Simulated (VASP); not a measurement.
A run of VASP 6.6.1:

File POSCAR:

```
GaSb
1.0
    0.0000000000      3.0660330000      3.0660330000
    3.0660330000      0.0000000000      3.0660330000
    3.0660330000      3.0660330000      0.0000000000
Ga Sb
1 1
Direct
    0.0000000000      0.0000000000      0.0000000000
    0.2500000000      0.2500000000      0.2500000000
```

INCAR.step1

```
SYSTEM = GaSb
  PREC = Accurate
  ENCUT = 520
  EDIFF = 1E-6
  ISMEAR = -1
  SIGMA = 0.1
  LREAL = .FALSE.
  LASPH = .TRUE.
  NELM = 80
  ALGO = Normal
  ISIF = 2
  LWAVE = .FALSE.
  LCHARG = .TRUE.
  GGA = PE
  NBANDS = 16
```

File KPOINTS.step1:

```
regular mesh
0
G
  10 10 10
  0 0 0
```

The input INCAR.step2:

```
SYSTEM = GaSb
  PREC = Accurate
  ENCUT = 520
  EDIFF = 1E-6
  ISMEAR = -5
  SIGMA = 0.1
  LREAL = .FALSE.
  LASPH = .TRUE.
  NELM = 80
  ALGO = Normal
  ISIF = 2
  LWAVE = .FALSE.
  LCHARG = .FALSE.
  GGA = PE
  LORBIT = 10
  NBANDS = 16
  NEDOS = 1001
  ICHARG = 11
```

KPOINTS.step2

```
regular mesh
0
G
  15 15 15
  0 0 0
```

Potentials or basis: VASP PAW PBE potentials, release 64 (Ga_d, Sb).

The run is started by

```bash
$ cat potpaw_PBE.64/Ga_d/POTCAR potpaw_PBE.64/Sb/POTCAR > POTCAR
$ cp INCAR.step1 INCAR
$ cp KPOINTS.step1 KPOINTS
$ mpirun -np 1 vasp_std > vasp.out
$ cp INCAR.step2 INCAR
$ cp KPOINTS.step2 KPOINTS
$ mpirun -np 1 vasp_std > vasp.out
```

Hardware: 1 thread of AMD EPYC 9R45 (Zen 5), with other jobs on the host.

**Question.** Estimate the wall time of this run.

**Answer.** Wall time 74 s on 1 thread of AMD EPYC 9R45 (Zen 5) (shared host), peak memory 0.22 GiB. Counts: k points 120.
